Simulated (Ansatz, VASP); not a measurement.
**GaP: VASP beside Ansatz**

Contents of INCAR:

```
  ALGO = Normal
  EDIFF = 1E-6
  ENCUT = 500
  GGA = PE
  GGA_COMPAT = False
  ISIF = 2
  ISMEAR = 0
  IVDW = 12
  LASPH = True
  LCHARG = False
  LREAL = False
  LWAVE = False
  NBANDS = 16
  NELM = 120
  PREC = Accurate
  SIGMA = 0.02
```

File KPOINTS:

```
k-points
0
Gamma
  8 8 8
```

The input POSCAR:

```
GaP
1.0
    0.0000000000      2.6673320558      2.6673320558
    2.6673320558      0.0000000000      2.6673320558
    2.6673320558      2.6673320558      0.0000000000
Ga P
1 1
Direct
    0.0000000000      0.0000000000      0.0000000000
    0.2500000000      0.2500000000      0.2500000000
```

Input for Ansatz:

```yaml
crystal:
  lattice:
    - [0.0, 2.6673320558, 2.6673320558]
    - [2.6673320558, 0.0, 2.6673320558]
    - [2.6673320558, 2.6673320558, 0.0]
  atoms:
    - { symbol: Ga, position: [0.0, 0.0, 0.0] }
    - { symbol: P, position: [0.25, 0.25, 0.25] }
basis:
  ecutwfc: 420
kpoints:
  mp_grid: { grid: [8, 8, 8] }
hamiltonian:
  xc: pbe
  dispersion: d3bj
scf:
  occupations: { method: gaussian, width: 0.02 }
output:
  forces: true
  stress: true
  eigenvalues: true
```

Alike in both runs: task single point; functional PBE; dispersion D3(BJ); k mesh 8 × 8 × 8; occupations gaussian, width 0.02 eV; no spin polarisation.

|  | VASP | Ansatz |
| --- | --- | --- |
| version | VASP 6.6.1 | Ansatz 0.2.0 |
| potentials or method | VASP PAW PBE potentials, release 64 (Ga_d, P), cutoff 500 eV | scalar-relativistic, plane waves, PAW |
| valence electrons in the cell | 18 | 18 |

```csv
,VASP,Ansatz,Ansatz less VASP
gap on the k mesh at the Fermi level (eV),1.51,1.51,0.000
least direct gap on the mesh (eV),2.37,2.37,0.000
pressure (GPa),5.8,6.0,+0.14
```
